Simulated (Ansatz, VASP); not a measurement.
## One calculation of AlNi3, two programs

```xyz
4
Lattice="0.0092 2.8087 2.8015 2.8035 0.0061 2.8045 2.8106 2.8188 -0.0009" Properties=species:S:1:pos:R:3 pbc="T T T"
Al    2.6902    2.8142    2.7841
Ni    1.2622    1.3255    1.2546
Ni   -0.0204    0.2328    0.0420
Ni    4.2806    4.4350    4.1856
```

Change from the starting cell: kmesh displaced: [4, 4, 4] Gamma-centred.

Alike in both runs: task single point; functional PBE; k mesh 4 × 4 × 4; occupations gaussian, width 0.1 eV; no spin polarisation.

```csv
,VASP,Ansatz
version,VASP 6.6.1,Ansatz 0.2.0
potentials or method,"VASP PAW PBE potentials, release 64 (Al, Ni), cutoff 520 eV","scalar-relativistic, plane waves, PAW"
valence electrons in the cell,33,57
```

Ansatz gave:

```
gap on the k mesh at the Fermi level (eV)                     : none
pressure (GPa)                                                : 15.8
traceless stress, the component that is largest in VASP (GPa) : 4.82
rms of the force components (eV/Å)                            : 1.709
```

Q: Which values does VASP return?

A: gap on the k mesh at the Fermi level (eV): none; pressure (GPa): 15.7; traceless stress, the component that is largest in VASP (GPa): 4.67; rms of the force components (eV/Å): 1.698.

Atom by atom the forces differ by 0.014 eV/Å (rms over components). A gap of «none» marks a metal or a gap that the smearing closes. VASP's potentials hold 33 valence electrons a cell and Ansatz's 57, so a difference there can come from the potentials and not from the codes.

The k mesh is coarse, so the values compare programs but aren't converged.
